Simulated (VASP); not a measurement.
# Rh (I4/mmm) in VASP: further runs

The runs below take Rh through single point, with r2SCAN.

All numbers are computed with VASP 6.6.1; they aren't measurements. Logs are shortened: lines on timing, memory, paths and dates and some standing lists are left out, and cuts for length are marked.

## 1. The cell of the first run

It takes space group I4/mmm (No. 139, tetragonal). Conventional cell: a = 2.609 Å, b = 2.609 Å, c = 3.803 Å, α = 90.00°, β = 90.00°, γ = 90.00°. Rh (site symmetry 4/mmm) has 12 Rh at 2.61 to 2.65 Å within 3.4 Å.

## 2. Single point, r2SCAN (strain -0.030 along x and y, +0.000 along z)

Contents of POSCAR:

```
Rh
1.0
    0.0000000000      1.8445035000      1.9015500000
    1.8445035000      0.0000000000      1.9015500000
    1.8445035000      1.8445035000      0.0000000000
Rh
1
Direct
    0.0000000000      0.0000000000      0.0000000000
```

Contents of INCAR.step1:

```
SYSTEM = Rh
ALGO = Normal
EDIFF = 1E-4
ENCUT = 520
GGA = PE
ISMEAR = 0
LASPH = .True.
LCHARG = .False.
LREAL = .False.
LWAVE = .True.
NBANDS = 14
NELM = 60
PREC = Accurate
SIGMA = 0.15
```

Contents of INCAR.step2:

```
SYSTEM = Rh
ALGO = Normal
EDIFF = 1E-6
ENCUT = 520
ISIF = 2
ISMEAR = 0
ISTART = 1
LASPH = .True.
LCHARG = .True.
LELF = .True.
LMIXTAU = .True.
LREAL = .False.
LVHAR = .True.
LWAVE = .False.
METAGGA = R2SCAN
NBANDS = 14
NELM = 60
PREC = Accurate
SIGMA = 0.15
```

Contents of KPOINTS:

```
k-points
0
Gamma
  22 22 22
  0 0 0
```

Potentials or basis: VASP PAW PBE potentials, release 64 (Rh_pv).

Run with:

```
> cat potpaw_PBE.64/Rh_pv/POTCAR > POTCAR
> cp INCAR.step1 INCAR
> mpirun -np 1 vasp_std > vasp.out
> cp INCAR.step2 INCAR
> mpirun -np 1 vasp_std > vasp.out
```

OUTCAR:

```text
SYSTEM = Rh
   EDIFF = 1E-6
   ENCUT = 520
   ISIF = 2
   ISMEAR = 0
   ISTART = 1
   LASPH = .True.
   LREAL = .False.
   METAGGA = R2SCAN
   NELM = 60
   PREC = Accurate

 ion  position               nearest neighbor table
   1  0.000  0.000  0.000-

  LATTYP: Found a body centered tetragonal cell.
 ALAT       =     2.6085218655
 C/A-ratio  =     1.4579521262

  Lattice vectors:

 A1 = (  -1.8445035000,   0.0000000000,   1.9015500000)
 A2 = (   1.8445035000,   0.0000000000,   1.9015500000)
 A3 = (   0.0000000000,   1.8445035000,  -1.9015500000)

Analysis of symmetry for initial positions (statically):
=====================================================================
 Subroutine PRICEL returns:
 Original cell was already a primitive cell.

 Routine SETGRP: Setting up the symmetry group for a
 body centered tetragonal supercell.

 Subroutine GETGRP returns: Found 16 space group operations
 (whereof 16 operations were pure point group operations)
 out of a pool of 16 trial point group operations.

The static configuration has the point symmetry D_4h.

Analysis of symmetry for dynamics (positions and initial velocities):
=====================================================================
 Subroutine PRICEL returns:
 Original cell was already a primitive cell.

 Routine SETGRP: Setting up the symmetry group for a
 body centered tetragonal supercell.

 Subroutine GETGRP returns: Found 16 space group operations
 (whereof 16 operations were pure point group operations)
 out of a pool of 16 trial point group operations.

The dynamic configuration has the point symmetry D_4h.

 Subroutine INISYM returns: Found 16 space group operations
 (whereof 16 operations are pure point group operations),
 and found     1 'primitive' translations

----------------------------------------------------------------------------------------

                                     Primitive cell

  volume of cell :      12.9389

  direct lattice vectors                    reciprocal lattice vectors
     0.000000000  1.844503500  1.901550000    -0.271075658  0.271075658  0.262943388
     1.844503500  0.000000000  1.901550000     0.271075658 -0.271075658  0.262943388
     1.844503500  1.844503500  0.000000000     0.271075658  0.271075658 -0.262943388

  length of vectors
     2.649166957  2.649166957  2.608521866     0.464869068  0.464869068  0.464869068

  position of ions in fractional coordinates (direct lattice)
     0.000000000  0.000000000  0.000000000

  ion indices of the primitive-cell ions
   primitive index   ion index
[... 77 lines left out ...]
   IBRION =     -1    ionic relax: 0-MD 1-quasi-New 2-CG
   NFREE  =      0    steps in history (QN), initial steepest desc. (CG)
   ISIF   =      2    stress and relaxation
   ISYM   =      2    0-nonsym 1-usesym 2-fastsym
   POTIM  = 0.5000    time-step for ionic-motion
   TEBEG  =    0.0;   TEEND  =   0.0 temperature during run
   PSTRESS=    0.0 pullay stress
   NELECT =      15.0000    total number of electrons
   NUPDOWN=      -1.0000    fix difference up-down
   EMIN   =  10.00;   EMAX   =-10.00  energy-range for DOS
   EFERMI =   0.00;   METHOD = LEGACY
   ISMEAR =     0;   SIGMA  =   0.15  broadening in eV -4-tet -1-fermi 0-gaus
   EFERMI_NEDOS =   21; number of points for ismear=-14 and -15
   IALGO  =     38    algorithm
   IMIX   =      4    mixing-type and parameters
     AMIX     =   0.40;   BMIX     =  1.00
     AMIX_MAG =   1.60;   BMIX_MAG =  1.00
  volume/ion in A,a.u.               =      12.94        87.32
  Fermi-wavevector in a.u.,A,eV,Ry     =   1.719780  3.249914 40.241201  2.957645
  Thomas-Fermi vector in A             =   2.796343
   LORBIT       =      0    0 simple, 1 ext, 2 COOP (PROOUT), +10 PAW based schemes
   METAGGA = R2SCAN    functional components
   LHFCALC =     F    Hartree Fock is set to
   AEXX    =    0.0000 exact exchange contribution
   IVDW    =     0    specifies the selected vdW correction
   LEPSILON=     F    determine dielectric tensor
   LRPA    =     F    only Hartree local field effects (RPA)
 non-spin polarized calculation
 Gauss-broadening in eV      SIGMA  =   0.15
  energy-cutoff  :      520.00
  volume of cell :       12.94
 maximum number of plane-waves:       359
   NGX =  9   NGY =  9   NGZ =  9

 number of electron      14.9999998 magnetization

 Free energy of the ion-electron system (eV)
  ---------------------------------------------------
  ext. energy  EPLUGINS =         0.00000000
  ---------------------------------------------------
  free energy    TOTEN  =       -24.08555249 eV

  energy without entropy =      -24.07252610  energy(sigma->0) =      -24.07903929

 E-fermi :  12.8798     XC(G=0): -15.6640

 val. band max:       12.8775544372   @ k =  -0.1818   0.1364   0.0455
 cond. band min:      12.8798262426   @ k =  -0.1364   0.4545   0.4091
 fundamental gap:      0.0022718054
 Fermi energy:        12.8797764534

 k-point     1 :       0.0000    0.0000    0.0000
  band No.  band energies     occupation
      1     -35.0228      2.00000
      2     -35.0025      2.00000
      3     -35.0025      2.00000
      4       4.2395      2.00000
      5       9.1523      2.00000
      6       9.5301      2.00000
      7       9.5301      2.00000
      8      11.4834      2.00000
      9      11.9406      2.00000
     10      29.5561      0.00000
     11      30.2093      0.00000
     12      34.9604      0.00000
     13      36.0135      0.00000
     14      36.0135      0.00000
[... 377 lines left out ...]
      1     -35.9650      2.00000
      2     -35.1829      2.00000
      3     -35.1136      2.00000
      4       6.0838      2.00000
      5       9.0485      2.00000
      6       9.5230      2.00000
      7      12.6671      1.95509
      8      13.3563      0.00001
      9      14.6309      0.00000
     10      22.8165      0.00000
     11      29.2458      0.00000
     12      30.2097      0.00000
     13      35.2259      0.00000
     14      36.1877      0.00000

 [... further k-points ...]
[... 5 lines left out ...]
  --------------------------------------------------------------------------------------
  -------------------------------------------------------------------------------------
  Total        1.9371903      1.9371903      1.2032912      0.0000000      0.0000000      0.0000000
  in kB      239.8756494    239.8756494    148.9994349      0.0000000      0.0000000      0.0000000
  external PRESSURE =     209.5835779 kB  Pullay stress =       0.0000000 kB

 VOLUME and BASIS-vectors are now :
 -----------------------------------------------------------------------------
  energy-cutoff  :      520.00
  volume of cell :       12.94
      direct lattice vectors                 reciprocal lattice vectors
     0.000000000  1.844503500  1.901550000    -0.271075658  0.271075658  0.262943388
     1.844503500  0.000000000  1.901550000     0.271075658 -0.271075658  0.262943388
     1.844503500  1.844503500  0.000000000     0.271075658  0.271075658 -0.262943388

 POSITION                                       TOTAL-FORCE (eV/Angst)
 -----------------------------------------------------------------------------------
      0.00000      0.00000      0.00000         0.000000     -0.000000      0.000000
 -----------------------------------------------------------------------------------
    total drift:                                0.000000      0.000000      0.000000

  FREE ENERGIE OF THE ION-ELECTRON SYSTEM (eV)
  ---------------------------------------------------
  free  energy   TOTEN  =       -24.0855524883 eV

  energy  without entropy=      -24.0725261015  energy(sigma->0) =      -24.07903929
```

OSZICAR.step1:

```text
N       E                     dE             d eps       ncg     rms          rms(c)
DAV:   1     0.120297163019E+03    0.12030E+03   -0.87211E+03 23464   0.116E+03
DAV:   2    -0.609676511328E+01   -0.12639E+03   -0.12068E+03 26166   0.344E+02
DAV:   3    -0.765082856315E+01   -0.15541E+01   -0.15514E+01 27594   0.419E+01
DAV:   4    -0.765624620296E+01   -0.54176E-02   -0.54175E-02 26490   0.253E+00
DAV:   5    -0.765629088872E+01   -0.44686E-04   -0.44685E-04 26856   0.202E-01    0.119E+01
DAV:   6    -0.720056503480E+01    0.45573E+00   -0.70830E-01 24594   0.119E+01    0.449E+00
DAV:   7    -0.717837801246E+01    0.22187E-01   -0.24131E-02 27252   0.201E+00    0.191E+00
DAV:   8    -0.717470732830E+01    0.36707E-02   -0.40692E-03 24384   0.873E-01    0.273E-01
DAV:   9    -0.717452195707E+01    0.18537E-03   -0.10957E-04 16438   0.149E-01    0.108E-02
DAV:  10    -0.717452321075E+01   -0.12537E-05   -0.53639E-06 11862   0.286E-02
   1 F= -.71745232E+01 E0= -.71677084E+01  d E =-.136295E-01
```

It took 10 min on 1 thread of Intel Xeon 8259CL, shared host; peak memory 0.25 GiB.

Results:

| Property | Result |
| --- | --- |
| Free energy | -24.0856 eV |
| Pressure | 21.0 GPa |
| Band gap on the k mesh | zero (an odd number of electrons rules out a gap without spin polarisation) |

Stress tensor (GPa, compression positive):
```
23.99  0.00  0.00
 0.00 23.99  0.00
 0.00  0.00 14.90
```

Caveat: the cell differs from its parent crystal (strain -0.030 along x and y, +0.000 along z); the stress differs along the axes, from 15 to 24 GPa; the PAW data sets were made with another functional, which shifts forces and pressure a little.

## 3. Single point, r2SCAN (strain -0.015 along x and y, -0.030 along z)

Contents of POSCAR:

```
Rh
1.0
    0.0000000000      1.8730267500      1.8445035000
    1.8730267500      0.0000000000      1.8445035000
    1.8730267500      1.8730267500      0.0000000000
Rh
1
Direct
    0.0000000000      0.0000000000      0.0000000000
```

Contents of INCAR.step1:

```
ALGO     = Normal         # electronic algorithm
EDIFF    = 1E-4           # SCF threshold, eV
ENCUT    = 520            # plane-wave cutoff, eV
GGA      = PE             # functional
ISMEAR   = 0              # smearing method
LASPH    = T              # aspherical terms in the spheres
LCHARG   = F              # write CHGCAR
LREAL    = F              # projectors in reciprocal space
LWAVE    = T              # write WAVECAR
NBANDS   = 14             # bands
NELM     = 60             # most SCF steps
PREC     = Accurate       # precision mode
SIGMA    = 0.15           # smearing width, eV
```

Contents of INCAR.step2:

```
ALGO     = Normal         # electronic algorithm
EDIFF    = 1E-6           # SCF threshold, eV
ENCUT    = 520            # plane-wave cutoff, eV
ISIF     = 2              # what is computed and relaxed
ISMEAR   = 0              # smearing method
ISTART   = 1            
LASPH    = T              # aspherical terms in the spheres
LCHARG   = T              # write CHGCAR
LELF     = T              # ELF
LMIXTAU  = T            
LREAL    = F              # projectors in reciprocal space
LVHAR    = T            
LWAVE    = F              # write WAVECAR
METAGGA  = R2SCAN         # meta-GGA
NBANDS   = 14             # bands
NELM     = 60             # most SCF steps
PREC     = Accurate       # precision mode
SIGMA    = 0.15           # smearing width, eV
```

Contents of KPOINTS:

```
k-points
0
Gamma
  22 22 22
```

Potentials or basis: VASP PAW PBE potentials, release 64 (Rh_pv).

Run with:

```
> cat potpaw_PBE.64/Rh_pv/POTCAR > POTCAR
> cp INCAR.step1 INCAR
> mpirun -np 1 vasp_std > vasp.out
> cp INCAR.step2 INCAR
> mpirun -np 1 vasp_std > vasp.out
```

It took 11 min on 1 thread of Intel Xeon 8259CL, shared host; peak memory 0.25 GiB.

Results (log left out):

* Free energy: -24.0915 eV
* Pressure: 20.8 GPa
* Band gap on the k mesh: zero (an odd number of electrons rules out a gap without spin polarisation)

Stress tensor (GPa, compression positive):
```
19.31  0.00  0.00
 0.00 19.31  0.00
 0.00  0.00 23.70
```

Levels at points of the mesh, in eV from the Fermi level:
```tsv
k point	band 3	band 4	band 5	band 6	band 7	band 8	band 9	band 10	band 11	band 12
(0.00, 0.00, 0.00)	-47.88	-8.64	-3.54	-3.54	-3.36	-1.28	-1.05	16.66	17.33	22.59
(0.50, 0.00, 0.00)	-48.01	-6.87	-3.71	-3.51	0.61	0.71	0.85	9.77	16.23	17.33
(0.50, 0.50, 0.00)	-48.26	-7.17	-6.77	0.58	1.18	1.18	3.84	14.01	14.20	14.20
(0.50, 0.00, 0.50)	-48.22	-7.16	-6.75	0.59	1.08	1.24	3.47	13.55	14.39	14.60
```

Caveat: the cell differs from its parent crystal (strain -0.015 along x and y, -0.030 along z); the cell stands under pressure; the PAW data sets were made with another functional, which shifts forces and pressure a little.

## 4. Single point, r2SCAN (strain -0.030 along x and y, +0.015 along z)

Contents of POSCAR:

```
Rh
1.0
    0.0000000000      1.8445035000      1.9300732500
    1.8445035000      0.0000000000      1.9300732500
    1.8445035000      1.8445035000      0.0000000000
Rh
1
Direct
    0.0000000000      0.0000000000      0.0000000000
```

Contents of INCAR.step1:

```
PREC = Accurate
ENCUT = 520
ISMEAR = 0
SIGMA = 0.15
LREAL = False
LASPH = True
NELM = 80
NBANDS = 14
GGA = PE
ALGO = Normal
EDIFF = 1E-4
LWAVE = True
LCHARG = False
```

Contents of INCAR.step2:

```
PREC = Accurate
ENCUT = 520
EDIFF = 1E-7
ISMEAR = 0
SIGMA = 0.15
LREAL = False
LASPH = True
NELM = 80
ALGO = Normal
ISIF = 2
LWAVE = False
LCHARG = False
METAGGA = R2SCAN
LMIXTAU = True
NBANDS = 14
ISTART = 1
```

Contents of KPOINTS:

```
regular mesh
0
Gamma
  22 22 22
```

Run with:

```
> cat potpaw_PBE.64/Rh_pv/POTCAR > POTCAR
> cp INCAR.step1 INCAR
> mpirun -np 1 vasp_std > vasp.out
> cp INCAR.step2 INCAR
> mpirun -np 1 vasp_std > vasp.out
```

Wall time 13 min (1 thread of Intel Xeon 8259CL, shared host); peak memory 0.25 GiB.

The run converged. Its results:

| Quantity | Value |
| --- | --- |
| Free energy | -24.0988 eV |
| Pressure | 15.7 GPa |
| Band gap on the k mesh | zero (an odd number of electrons rules out a gap without spin polarisation) |

Stress tensor (GPa, compression positive):
```
20.03  0.00  0.00
 0.00 20.03  0.00
 0.00  0.00  6.93
```

Levels at points of the mesh, in eV from the Fermi level:
```
           k point  band 4  band 5  band 6  band 7  band 8  band 9  band 10  band 11
(0.00, 0.00, 0.00)   -8.52   -3.76   -3.20   -3.20   -1.48   -0.81    16.72    17.35
(0.50, 0.00, 0.00)   -6.74   -3.79   -3.24    0.52    0.78    0.87     9.62    16.21
(0.50, 0.50, 0.00)   -6.98   -6.59    0.61    1.11    1.11    2.89    12.62    14.89
(0.50, 0.00, 0.50)   -7.02   -6.61    0.54    0.90    1.40    3.93    13.74    13.95
```

Caveat: the cell differs from its parent crystal (strain -0.030 along x and y, +0.015 along z); the stress differs along the axes, from 7 to 20 GPa; an empty level that is flat over the whole mesh can mark a ghost state of the potentials, or a narrow d or f band; the PAW data sets were made with another functional, which shifts forces and pressure a little.

## 5. Single point, r2SCAN (strain -0.030 along x and y, +0.030 along z)

Contents of POSCAR:

```
Rh
1.0
    0.0000000000      1.8445035000      1.9585965000
    1.8445035000      0.0000000000      1.9585965000
    1.8445035000      1.8445035000      0.0000000000
Rh
1
Direct
    0.0000000000      0.0000000000      0.0000000000
```

Contents of INCAR.step1:

```
SYSTEM = Rh
ALGO     = Normal         ! electronic algorithm
EDIFF    = 1E-4           ! SCF threshold, eV
ENCUT    = 520            ! plane-wave cutoff, eV
GGA      = PE             ! functional
ISMEAR   = 0              ! smearing method
LASPH    = .TRUE.         ! aspherical terms in the spheres
LCHARG   = .FALSE.        ! write CHGCAR
LREAL    = .FALSE.        ! projectors in reciprocal space
LWAVE    = .TRUE.         ! write WAVECAR
NBANDS   = 14             ! bands
NELM     = 80             ! most SCF steps
PREC     = Accurate       ! precision mode
SIGMA    = 0.15           ! smearing width, eV
```

Contents of INCAR.step2:

```
SYSTEM = Rh
ALGO     = Normal         ! electronic algorithm
EDIFF    = 1E-6           ! SCF threshold, eV
ENCUT    = 520            ! plane-wave cutoff, eV
ISIF     = 2              ! what is computed and relaxed
ISMEAR   = 0              ! smearing method
ISTART   = 1            
LASPH    = .TRUE.         ! aspherical terms in the spheres
LCHARG   = .FALSE.        ! write CHGCAR
LMIXTAU  = .TRUE.       
LREAL    = .FALSE.        ! projectors in reciprocal space
LWAVE    = .FALSE.        ! write WAVECAR
METAGGA  = R2SCAN         ! meta-GGA
NBANDS   = 14             ! bands
NELM     = 80             ! most SCF steps
PREC     = Accurate       ! precision mode
SIGMA    = 0.15           ! smearing width, eV
```

Contents of KPOINTS:

```
k-points
0
G
  22 22 22
  0 0 0
```

Run with:

```
> cat potpaw_PBE.64/Rh_pv/POTCAR > POTCAR
> cp INCAR.step1 INCAR
> mpirun -np 1 vasp_std > vasp.out
> cp INCAR.step2 INCAR
> mpirun -np 1 vasp_std > vasp.out
```

It took 12 min on 1 thread of Intel Xeon 8259CL, shared host; peak memory 0.25 GiB.

The run converged. Its results:

```yaml
Free_energy: -24.1029 eV
Pressure: 10.8 GPa
Band_gap_on_the_k_mesh: zero (an odd number of electrons rules out a gap without spin polarisation)
```

Stress tensor (GPa, compression positive):
```
16.43  0.00  0.00
 0.00 16.43  0.00
 0.00  0.00 -0.33
```

Levels at points of the mesh, in eV from the Fermi level:
| k point | band 4 | band 5 | band 6 | band 7 | band 8 | band 9 | band 10 | band 11 |
| --- | --- | --- | --- | --- | --- | --- | --- | --- |
| (0.00, 0.00, 0.00) | -8.41 | -3.79 | -3.06 | -3.06 | -1.57 | -0.69 | 16.77 | 17.37 |
| (0.50, 0.00, 0.00) | -6.60 | -3.78 | -3.08 | 0.47 | 0.79 | 0.89 | 9.47 | 16.19 |
| (0.50, 0.50, 0.00) | -6.82 | -6.43 | 0.62 | 1.07 | 1.07 | 2.66 | 12.15 | 14.99 |
| (0.50, 0.00, 0.50) | -6.87 | -6.45 | 0.51 | 0.80 | 1.45 | 4.02 | 13.50 | 13.89 |

Caveat: the cell differs from its parent crystal (strain -0.030 along x and y, +0.030 along z); the stress differs along the axes, from -0 to 16 GPa; the PAW data sets were made with another functional, which shifts forces and pressure a little.

## 6. The runs side by side

```tsv
cell	gap on the mesh (eV)	pressure (GPa)
a = 2.649, b = 2.649, c = 2.609 Å, angles 60.5, 60.5, 59.0°, 1 atom	none	21.0
a = 2.629, b = 2.629, c = 2.649 Å, angles 59.7, 59.7, 60.5°, 1 atom	none	20.8
a = 2.670, b = 2.670, c = 2.609 Å, angles 60.8, 60.8, 58.5°, 1 atom	none	15.7
a = 2.690, b = 2.690, c = 2.609 Å, angles 61.0, 61.0, 58.0°, 1 atom	none	10.8
```

Alike in all rows: task single point; level r2SCAN; potentials or basis VASP PAW PBE potentials, release 64 (Rh_pv); no spin polarisation; k mesh 22 × 22 × 22; cutoff (eV) 520; smearing gaussian 0.15 eV.

Caveats: the PAW data sets were made with another functional, which shifts forces and pressure a little; the stress differs along the axes, from 15 to 24 GPa (at least some runs); the cell stands under pressure (at least some runs); the stress differs along the axes, from 7 to 20 GPa (at least some runs); an empty level that is flat over the whole mesh can mark a ghost state of the potentials, or a narrow d or f band (at least some runs); the stress differs along the axes, from -0 to 16 GPa (at least some runs).

Absolute energies hang on the potentials; compare differences alone.
